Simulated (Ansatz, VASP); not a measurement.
# TaN in VASP and in Ansatz

Contents of INCAR:

```
SYSTEM = TaN
  ALGO = Normal
  EDIFF = 1E-6
  ENCUT = 600
  GGA = PS
  GGA_COMPAT = .False.
  ISIF = 2
  ISMEAR = 0
  LASPH = .True.
  LCHARG = .True.
  LELF = .True.
  LREAL = .False.
  LVHAR = .True.
  LWAVE = .False.
  NBANDS = 15
  NELM = 120
  PREC = Accurate
  SIGMA = 0.1
```

File KPOINTS:

```
k-points
0
Gamma
  16 16 16
  0 0 0
```

File POSCAR:

```
TaN
1.0
    0.0000000000      2.1790000000      2.1790000000
    2.1790000000      0.0000000000      2.1790000000
    2.1790000000      2.1790000000      0.0000000000
Ta N
1 1
Direct
    0.5000000000      0.5000000000      0.5000000000
    0.0000000000      0.0000000000      0.0000000000
```

Input for Ansatz:

```yaml
crystal:
  lattice:
    - [0.0, 2.179, 2.179]
    - [2.179, 0.0, 2.179]
    - [2.179, 2.179, 0.0]
  atoms:
    - { symbol: Ta, position: [0.5, 0.5, 0.5] }
    - { symbol: "N", position: [0.0, 0.0, 0.0] }
basis:
  ecutwfc: 420
kpoints:
  mp_grid: { grid: [16, 16, 16] }
hamiltonian:
  xc: pbesol
scf:
  occupations: { method: gaussian, width: 0.1 }
output:
  forces: true
  stress: true
  eigenvalues: true
  populations: true
```

Alike in both runs: task single point; functional PBEsol; k mesh 16 × 16 × 16; occupations gaussian, width 0.1 eV; no spin polarisation.

|  | VASP | Ansatz |
| --- | --- | --- |
| version | VASP 6.6.1 | Ansatz 0.2.0 |
| potentials or method | VASP PAW PBE potentials, release 64 (Ta_pv, N), cutoff 600 eV | scalar-relativistic, plane waves, PAW |
| valence electrons in the cell | 16 | 18 |

VASP gave:

* gap on the k mesh at the Fermi level (eV): none
* pressure (GPa): 5.4

Problem. Which values does Ansatz return?

Solution. gap on the k mesh at the Fermi level (eV): none; pressure (GPa): 4.5.

VASP's potentials were made for PBE, not for PBEsol. A gap of «none» marks a metal or a gap that the smearing closes. VASP's potentials hold 16 valence electrons a cell and Ansatz's 18, so a difference there can come from the potentials and not from the codes.

Neither program's run includes spin-orbit coupling.
